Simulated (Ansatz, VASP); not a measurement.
## AlIn2As3: VASP beside Ansatz

```
Al In As
1.0
    -2.12846    2.12846    9.06135
     2.12846   -2.12846    9.06135
     2.12846    2.12846   -9.06135
Al In As
1 2 3
Direct
  0.00000 0.00000 0.00000
  0.66246 0.66246 0.00000
  0.33754 0.33754 0.00000
  0.42603 0.92603 0.50000
  0.07397 0.57397 0.50000
  0.75000 0.25000 0.50000
```

Alike in both runs: functional PBE; k mesh 12 × 12 × 12; occupations gaussian, width 0.01 eV; no spin polarisation.

Ansatz relaxed the structure, and its values are those at the end. VASP's run is a single point on that final structure, the one shown.

|  | VASP | Ansatz |
| --- | --- | --- |
| version | VASP 6.6.1 | Ansatz 0.2.0 |
| potentials or method | VASP PAW PBE potentials, release 64 (Al, In_d, As), cutoff 500 eV | scalar-relativistic, plane waves, PAW |
| valence electrons in the cell | 44 | 74 |

```csv
,VASP,Ansatz,Ansatz less VASP
gap on the k mesh at the Fermi level (eV),0.11,0.11,-0.002
least direct gap on the mesh (eV),0.11,0.11,-0.002
pressure (GPa),0.1,0.0,-0.07
```

VASP's potentials hold 44 valence electrons a cell and Ansatz's 74, so a difference there can come from the potentials and not from the codes.
